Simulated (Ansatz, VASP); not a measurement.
## Two plane-wave programs on Li2Se

INCAR

```
SYSTEM = Li2Se
PREC = Accurate ; ENCUT = 750
EDIFF = 1E-6 ; ISMEAR = -1
SIGMA = 0.05 ; LREAL = .FALSE.
LASPH = .TRUE. ; NELM = 200
ALGO = Normal ; ISIF = 2
LWAVE = .FALSE. ; LCHARG = .TRUE.
MAGMOM = 0 0 0 0 0 0 0 0 0 ; LORBIT = 11
LSORBIT = .TRUE. ; GGA_COMPAT = .FALSE.
LORBMOM = .TRUE. ; GGA = PE
LVHAR = .TRUE. ; NBANDS = 25
```

Contents of KPOINTS:

```
regular mesh
0
G
  8 8 8
  0 0 0
```

File POSCAR:

```
Li2Se
1.0
    0.0000000000      3.0025000000      3.0025000000
    3.0025000000      0.0000000000      3.0025000000
    3.0025000000      3.0025000000      0.0000000000
Se Li
1 2
Direct
    0.0000000000      0.0000000000      0.0000000000
    0.7500000000      0.7500000000      0.7500000000
    0.2500000000      0.2500000000      0.2500000000
```

input.yaml

```yaml
crystal:
  lattice:
    - [0.0, 3.0025, 3.0025]
    - [3.0025, 0.0, 3.0025]
    - [3.0025, 3.0025, 0.0]
  atoms:
    - { symbol: Se, position: [0.0, 0.0, 0.0] }
    - { symbol: Li, position: [0.75, 0.75, 0.75] }
    - { symbol: Li, position: [0.25, 0.25, 0.25] }
hamiltonian:
  xc: pbe
  pseudopotentials: { kind: paw_fr }
magnetization:
  noncollinear: true
  spin_orbit: true
kpoints:
  mp_grid: { grid: [8, 8, 8] }
  band_path:
    path:
      - [[0.0, 0.0, 0.0], [0.5, 0.0, 0.5], [0.5, 0.25, 0.75], [0.375, 0.375, 0.75], [0.0, 0.0, 0.0], [0.5, 0.5, 0.5], [0.625, 0.25, 0.625], [0.5, 0.25, 0.75], [0.5, 0.5, 0.5], [0.375, 0.375, 0.75]]
      - [[0.625, 0.25, 0.625], [0.5, 0.0, 0.5]]
    npoints: 14
scf:
  occupations: { method: fermi_dirac, width: 0.05 }
  n_extra_bands: 7
output:
  forces: true
  stress: true
  eigenvalues: true
  fatbands: false
  write_density: true
  write_potential: true
  elf: true
  volumetric_format: npy
```

Alike in both runs: functional PBE; k mesh 8 × 8 × 8; occupations fermi-dirac, width 0.05 eV; non-collinear spin, spin-orbit coupling.

|  | VASP | Ansatz |
| --- | --- | --- |
| version | VASP 6.6.1 | Ansatz 0.2.0 |
| potentials or method | VASP PAW PBE potentials, release 64 (Se, Li_sv) | Ansatz PAW |
| plane-wave cutoff (eV) | 750 | 420 |
| valence electrons in the cell | 12 | 22 |
| task | single point | band structure |

```tsv
	VASP	Ansatz	Ansatz less VASP
pressure (GPa)	0.0	0.0	+0.05
```

VASP's potentials hold 12 valence electrons a cell and Ansatz's 22, so a difference there can come from the potentials and not from the codes.
